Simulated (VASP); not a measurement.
# ZnSe (F-43m) in VASP: single point with LDA

Aim: the single point of ZnSe with LDA.

Everything below comes from runs of VASP 6.6.1. Logs are shortened: lines on timing, memory, paths and dates and some standing lists are left out, and cuts for length are marked.

## 1. The cell of the first run

Symmetry: F-43m, No. 216, cubic system. The conventional cell has a = 5.668 Å, b = 5.668 Å, c = 5.668 Å, α = 90.00°, β = 90.00°, γ = 90.00°. Zn (site symmetry -43m) has 4 Se at 2.45 Å within 3.2 Å. Within 3.2 Å of Se (site symmetry -43m) lie 4 Zn at 2.45 Å.

## 2. Single point, LDA

The input, INCAR:

```
PREC = Accurate
ENCUT = 500
EDIFF = 1E-6
ISMEAR = 1
SIGMA = 0.02
LREAL = False
LASPH = True
NELM = 120
ALGO = Normal
ISIF = 2
LWAVE = False
LCHARG = False
NBANDS = 16
GGA_COMPAT = False
```

The input, KPOINTS:

```
regular mesh
0
Gamma
  8 8 8
```

The input, POSCAR:

```
ZnSe
1.0
    0.0000000000      2.8338000000      2.8338000000
    2.8338000000      0.0000000000      2.8338000000
    2.8338000000      2.8338000000      0.0000000000
Zn Se
1 1
Direct
    0.0000000000      0.0000000000      0.0000000000
    0.7500000000      0.7500000000      0.7500000000
```

Potentials or basis: VASP PAW LDA potentials, release 64 (Zn, Se).

On the command line:

```console
$ cat potpaw_LDA.64/Zn/POTCAR potpaw_LDA.64/Se/POTCAR > POTCAR
$ mpirun -np 1 vasp_std > vasp.out
```

OUTCAR:

```text
PREC = Accurate
   ENCUT = 500
   EDIFF = 1E-6
   ISMEAR = 1
   LREAL = False
   LASPH = True
   NELM = 120
   ISIF = 2

 ion  position               nearest neighbor table
   1  0.000  0.000  0.000-   2 2.45   2 2.45   2 2.45   2 2.45
   2  0.750  0.750  0.750-   1 2.45   1 2.45   1 2.45   1 2.45

  LATTYP: Found a face centered cubic cell.
 ALAT       =     5.6676000000

  Lattice vectors:

 A1 = (   0.0000000000,   2.8338000000,   2.8338000000)
 A2 = (   2.8338000000,   0.0000000000,   2.8338000000)
 A3 = (   2.8338000000,   2.8338000000,   0.0000000000)

Analysis of symmetry for initial positions (statically):
=====================================================================
 Subroutine PRICEL returns:
 Original cell was already a primitive cell.

 Routine SETGRP: Setting up the symmetry group for a
 face centered cubic supercell.

 Subroutine GETGRP returns: Found 24 space group operations
 (whereof 24 operations were pure point group operations)
 out of a pool of 48 trial point group operations.

The static configuration has the point symmetry T_d .

Analysis of symmetry for dynamics (positions and initial velocities):
=====================================================================
 Subroutine PRICEL returns:
 Original cell was already a primitive cell.

 Routine SETGRP: Setting up the symmetry group for a
 face centered cubic supercell.

 Subroutine GETGRP returns: Found 24 space group operations
 (whereof 24 operations were pure point group operations)
 out of a pool of 48 trial point group operations.

The dynamic configuration has the point symmetry T_d .

 Subroutine INISYM returns: Found 24 space group operations
 (whereof 24 operations are pure point group operations),
 and found     1 'primitive' translations

----------------------------------------------------------------------------------------

                                     Primitive cell

  volume of cell :      45.5132

  direct lattice vectors                    reciprocal lattice vectors
     0.000000000  2.833800000  2.833800000    -0.176441527  0.176441527  0.176441527
     2.833800000  0.000000000  2.833800000     0.176441527 -0.176441527  0.176441527
     2.833800000  2.833800000  0.000000000     0.176441527  0.176441527 -0.176441527

  length of vectors
     4.007598393  4.007598393  4.007598393     0.305605690  0.305605690  0.305605690

  position of ions in fractional coordinates (direct lattice)
     0.000000000  0.000000000  0.000000000
[... 73 lines left out ...]
   LNONCOLLINEAR =      F non collinear calculations
   LSORBIT =      F    spin-orbit coupling
   LASPH  =      T    aspherical Exc in radial PAW
   ENCUT  =  500.0 eV  36.75 Ry    6.06 a.u.   7.31  7.31  7.31*2*pi/ulx,y,z
   NELM   =    120;   NELMIN=  2; NELMDL= -5     # of ELM steps
   EDIFF  = 0.1E-05   stopping-criterion for ELM
   LREAL  =      F    real-space projection
   EDIFFG = 0.1E-04   stopping-criterion for IOM
   NSW    =      0    number of steps for IOM
   IBRION =     -1    ionic relax: 0-MD 1-quasi-New 2-CG
   NFREE  =      0    steps in history (QN), initial steepest desc. (CG)
   ISIF   =      2    stress and relaxation
   ISYM   =      2    0-nonsym 1-usesym 2-fastsym
   POTIM  = 0.5000    time-step for ionic-motion
   TEBEG  =    0.0;   TEEND  =   0.0 temperature during run
   PSTRESS=    0.0 pullay stress
   NELECT =      18.0000    total number of electrons
   NUPDOWN=      -1.0000    fix difference up-down
   EMIN   =  10.00;   EMAX   =-10.00  energy-range for DOS
   EFERMI =   0.00;   METHOD = LEGACY
   ISMEAR =     1;   SIGMA  =   0.02  broadening in eV -4-tet -1-fermi 0-gaus
   EFERMI_NEDOS =   21; number of points for ismear=-14 and -15
   IALGO  =     38    algorithm
   IMIX   =      4    mixing-type and parameters
     AMIX     =   0.40;   BMIX     =  1.00
     AMIX_MAG =   1.60;   BMIX_MAG =  1.00
  volume/ion in A,a.u.               =      22.76       153.57
  Fermi-wavevector in a.u.,A,eV,Ry     =   1.201673  2.270834 19.647073  1.444019
  Thomas-Fermi vector in A             =   2.337476
   LORBIT       =      0    0 simple, 1 ext, 2 COOP (PROOUT), +10 PAW based schemes
   GGA     = CA    functional components
   LHFCALC =     F    Hartree Fock is set to
   AEXX    =    0.0000 exact exchange contribution
   IVDW    =     0    specifies the selected vdW correction
   LEPSILON=     F    determine dielectric tensor
   LRPA    =     F    only Hartree local field effects (RPA)
 non-spin polarized calculation
 Methfessel and Paxton  Order N= 1 SIGMA  =   0.02
  energy-cutoff  :      500.00
  volume of cell :       45.51
 maximum number of plane-waves:      1174
 NGX is ok and might be reduce to    30
   NGX = 15   NGY = 15   NGZ = 15

 number of electron      18.0000011 magnetization

 Free energy of the ion-electron system (eV)
  ---------------------------------------------------
  ext. energy  EPLUGINS =         0.00000000
  ---------------------------------------------------
  free energy    TOTEN  =        -7.35038192 eV

  energy without entropy =       -7.35038192  energy(sigma->0) =       -7.35038192

 E-fermi :   1.5950     XC(G=0):  -9.6989

 val. band max:        1.5075314851   @ k =   0.0000   0.0000   0.0000
 cond. band min:       2.5760234603   @ k =   0.0000   0.0000   0.0000
 fundamental gap:      1.0684919752
 Fermi energy:         1.5950075956

 k-point     1 :       0.0000    0.0000    0.0000
  band No.  band energies     occupation
      1     -11.7822      2.00000
      2      -5.1692      2.00000
      3      -5.1692      2.00000
      4      -5.1692      2.00000
      5      -4.8100      2.00000
      6      -4.8100      2.00000
[... 433 lines left out ...]
      3      -5.0316      2.00000
      4      -4.8417      2.00000
      5      -4.8029      2.00000
      6      -4.5974      2.00000
[... 8 lines left out ...]
     15      14.1103      0.00000
     16      14.9237      0.00000

 [... further k-points ...]
[... 5 lines left out ...]
  --------------------------------------------------------------------------------------
  -------------------------------------------------------------------------------------
  Total       -0.8795985     -0.8795985     -0.8795985      0.0000000      0.0000000     -0.0000000
  in kB      -30.9640294    -30.9640294    -30.9640294      0.0000000      0.0000000     -0.0000000
  external PRESSURE =     -30.9640294 kB  Pullay stress =       0.0000000 kB

 VOLUME and BASIS-vectors are now :
 -----------------------------------------------------------------------------
  energy-cutoff  :      500.00
  volume of cell :       45.51
      direct lattice vectors                 reciprocal lattice vectors
     0.000000000  2.833800000  2.833800000    -0.176441527  0.176441527  0.176441527
     2.833800000  0.000000000  2.833800000     0.176441527 -0.176441527  0.176441527
     2.833800000  2.833800000  0.000000000     0.176441527  0.176441527 -0.176441527

 POSITION                                       TOTAL-FORCE (eV/Angst)
 -----------------------------------------------------------------------------------
      0.00000      0.00000      0.00000         0.000000      0.000000      0.000000
      4.25070      4.25070      4.25070        -0.000000     -0.000000     -0.000000
 -----------------------------------------------------------------------------------
    total drift:                                0.000001      0.000001      0.000001

  FREE ENERGIE OF THE ION-ELECTRON SYSTEM (eV)
  ---------------------------------------------------
  free  energy   TOTEN  =        -7.3503819167 eV

  energy  without entropy=       -7.3503819167  energy(sigma->0) =       -7.35038192
```

OSZICAR:

```text
N       E                     dE             d eps       ncg     rms          rms(c)
DAV:   1     0.846743698727E+02    0.84674E+02   -0.86953E+03   928   0.122E+03
DAV:   2    -0.219039641985E+01   -0.86865E+02   -0.81536E+02  1048   0.248E+02
DAV:   3    -0.761198824616E+01   -0.54216E+01   -0.54022E+01  1104   0.610E+01
DAV:   4    -0.765700428586E+01   -0.45016E-01   -0.45005E-01  1168   0.593E+00
DAV:   5    -0.765722398551E+01   -0.21970E-03   -0.22649E-03  1088   0.375E-01    0.478E+00
DAV:   6    -0.738017885914E+01    0.27705E+00   -0.55141E-01  1376   0.245E+01    0.364E+00
DAV:   7    -0.735527354896E+01    0.24905E-01   -0.14222E-01  1104   0.362E+00    0.152E+00
DAV:   8    -0.735089499233E+01    0.43786E-02   -0.31439E-03  1424   0.711E-01    0.398E-01
DAV:   9    -0.735036345399E+01    0.53154E-03   -0.87947E-04  1040   0.239E-01    0.582E-02
DAV:  10    -0.735038695393E+01   -0.23500E-04   -0.94715E-05  1184   0.100E-01    0.157E-02
DAV:  11    -0.735038183837E+01    0.51156E-05   -0.11650E-05  1360   0.557E-02    0.382E-03
DAV:  12    -0.735038191666E+01   -0.78284E-07   -0.19544E-06   928   0.953E-03
   1 F= -.73503819E+01 E0= -.73503819E+01  d E =0.605863E-11
```

stdout:

```text
POSCAR found type information on POSCAR ZnSe
 POSCAR found :  2 types and       2 ions
 scaLAPACK will be used
 LDA part: xc-table for (Slater(with rela. corr.)+CA(PZ))
 , standard interpolation
 POSCAR, INCAR and KPOINTS ok, starting setup
 FFT: planning ... GRIDC
 FFT: planning ... GRID_SOFT
 FFT: planning ... GRID
 WAVECAR not read
 entering main loop
```

Wall time 14 s (1 thread of Intel Xeon 6975P-C, shared host); peak memory 0.15 GiB.

What came out:

| Item | Value |
| --- | --- |
| Free energy | -7.3504 eV |
| Pressure | -3.1 GPa |
| Band gap on the k mesh | 1.07 eV, direct |
